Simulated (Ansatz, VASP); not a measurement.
Mg in VASP and in Ansatz

INCAR

```
SYSTEM = Mg
ALGO     = Normal         ! electronic algorithm
EDIFF    = 1E-6           ! SCF threshold, eV
ENCUT    = 600            ! plane-wave cutoff, eV
GGA      = PE             ! functional
GGA_COMPAT= .FALSE.      
ISIF     = 2              ! what is computed and relaxed
ISMEAR   = 0              ! smearing method
LASPH    = .TRUE.         ! aspherical terms in the spheres
LCHARG   = .FALSE.        ! write CHGCAR
LREAL    = .FALSE.        ! projectors in reciprocal space
LWAVE    = .FALSE.        ! write WAVECAR
NBANDS   = 7              ! bands
NELM     = 120            ! most SCF steps
PREC     = Accurate       ! precision mode
SIGMA    = 0.1            ! smearing width, eV
```

File KPOINTS:

```
k-points
0
G
  15 15 14
  0 0 0
```

The input POSCAR:

```
Mg
1.0
    3.0108594241      0.0000000000      0.0000000000
   -1.5054297121      2.6074807485      0.0000000000
    0.0000000000      0.0000000000      2.9141226931
Mg
1
Direct
    0.0000000000      0.0000000000      0.0000000000
```

Input for Ansatz:

```yaml
crystal:
  lattice:
    - [3.0108594241, 0.0, 0.0]
    - [-1.5054297121, 2.6074807485, 0.0]
    - [0.0, 0.0, 2.9141226931]
  atoms:
    - { symbol: Mg, position: [0.0, 0.0, 0.0] }
basis:
  ecutwfc: 420
kpoints:
  mp_grid: { grid: [15, 15, 14] }
hamiltonian:
  xc: pbe
scf:
  occupations: { method: gaussian, width: 0.1 }
output:
  forces: true
  stress: true
  eigenvalues: true
```

Alike in both runs: task single point; functional PBE; k mesh 15 × 15 × 14; occupations gaussian, width 0.1 eV; no spin polarisation.

|  | VASP | Ansatz |
| --- | --- | --- |
| version | VASP 6.6.1 | Ansatz 0.2.0 |
| potentials or method | VASP PAW PBE potentials, release 64 (Mg), cutoff 600 eV | scalar-relativistic, plane waves, PAW |
| valence electrons in the cell | 2 | 10 |

|  | VASP | Ansatz | Ansatz less VASP |
| --- | --- | --- | --- |
| gap on the k mesh at the Fermi level (eV) | none | none | - |
| pressure (GPa) | 3.6 | 3.6 | +0.08 |
| traceless stress, the component that is largest in VASP (GPa) | 1.15 | 1.13 | -0.017 |

A gap of «none» marks a metal or a gap that the smearing closes. VASP's potentials hold 2 valence electrons a cell and Ansatz's 10, so a difference there can come from the potentials and not from the codes.
